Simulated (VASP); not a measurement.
A run of VASP 6.6.1:

Contents of INCAR:

```
  ALGO = Normal
  DIPOL = 0.5 0.5 0.294
  EDIFF = 1E-7
  ENCUT = 520
  GGA = PE
  IDIPOL = 3
  ISIF = 2
  ISMEAR = 0
  LASPH = T
  LCHARG = F
  LDIPOL = T
  LREAL = F
  LWAVE = F
  NBANDS = 21
  NELM = 60
  PREC = Accurate
  SIGMA = 0.1
```

File KPOINTS:

```
k-points
0
Gamma
  22 12 1
```

The input POSCAR:

```
MoW
1.0
    2.4382694462      0.0000000000      0.0000000000
    0.0000000000      4.9859666626      0.0000000000
    0.0000000000      0.0000000000     23.8000000000
Mo W
1 1
Direct
    0.5000000000      0.5000000000      0.2941176471
    0.5000000000      0.0000000000      0.2941176471
```

Potentials or basis: VASP PAW PBE potentials, release 64 (Mo_sv, W_sv).

Launch:

```console
$ cat potpaw_PBE.64/Mo_sv/POTCAR potpaw_PBE.64/W_sv/POTCAR > POTCAR
$ mpirun -np 1 vasp_std > vasp.out
```

Hardware: 1 thread of Intel Xeon 8259CL, with other jobs on the host.

**Question.** Estimate the wall time of this run.

**Answer.** Wall time 17 min on 1 thread of Intel Xeon 8259CL (shared host), peak memory 0.74 GiB. Counts: scf iterations 24, k points 84.
